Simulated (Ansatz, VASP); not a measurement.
## One calculation of SnO, two programs

The input INCAR:

```
SYSTEM = SnO
  PREC = Accurate
  ENCUT = 520
  EDIFF = 1E-6
  ISMEAR = -1
  SIGMA = 0.05
  LREAL = .False.
  LASPH = .True.
  NELM = 60
  ALGO = Normal
  ISIF = 2
  LWAVE = .False.
  LCHARG = .True.
  LELF = .True.
  LVHAR = .True.
  NBANDS = 28
```

Contents of KPOINTS:

```
Automatic mesh
0
Gamma
  9 9 7
  0 0 0
```

File POSCAR:

```
SnO
1.0
    3.8136952200      0.0000000000      0.0000000000
    0.0000000000      3.8136952200      0.0000000000
    0.0000000000      0.0000000000      4.8869133000
Sn O
2 2
Direct
    0.0000000000      0.5000000000      0.2353738600
    0.5000000000      0.0000000000      0.7646261400
    0.5000000000      0.5000000000      0.0000000000
    0.0000000000      0.0000000000      0.0000000000
```

Input for Ansatz:

```yaml
crystal:
  lattice:
    - [3.81369522, 0.0, 0.0]
    - [0.0, 3.81369522, 0.0]
    - [0.0, 0.0, 4.8869133]
  atoms:
    - { symbol: Sn, position: [0.0, 0.5, 0.23537386] }
    - { symbol: Sn, position: [0.5, 0.0, 0.76462614] }
    - { symbol: O, position: [0.5, 0.5, 0.0] }
    - { symbol: O, position: [0.0, 0.0, 0.0] }
hamiltonian:
  xc: lda
  pseudopotentials:
    kind: all_electron
    lapw: { muffin_tin_radii: { O: 0.852, Sn: 1.228 } }
kpoints:
  mp_grid: { grid: [9, 9, 7] }
scf:
  occupations: { method: fermi_dirac, width: 0.05 }
  convergence: { dr2_threshold: 1.0e-09 }
output:
  eigenvalues: true
  forces: true
  stress: true
basis:
  ecutwfc: 400
```

Alike in both runs: task single point; functional LDA; k mesh 9 × 9 × 7; occupations fermi-dirac, width 0.05 eV; no spin polarisation.

|  | VASP | Ansatz |
| --- | --- | --- |
| version | VASP 6.6.1 | Ansatz 0.2.0 |
| potentials or method | VASP PAW LDA potentials, release 64 (Sn_d, O), cutoff 520 eV | all-electron LAPW, scalar-relativistic |

```csv
,VASP,Ansatz,Ansatz less VASP
gap on the k mesh at the Fermi level (eV),0.34,0.36,+0.019
least direct gap on the mesh (eV),1.95,2.00,+0.046
pressure (GPa),-3.0,-3.3,-0.31
"traceless stress, the component that is largest in VASP (GPa)",0.34,0.34,-0.003
rms of the force components (eV/Å),0.052,0.096,+0.0436
```

LDA's correlation is that of Perdew and Zunger in VASP and of Perdew and Wang (1992) in Ansatz. Atom by atom the forces differ by 0.044 eV/Å (rms over components). Ansatz ran all-electron here, and VASP with PAW potentials.
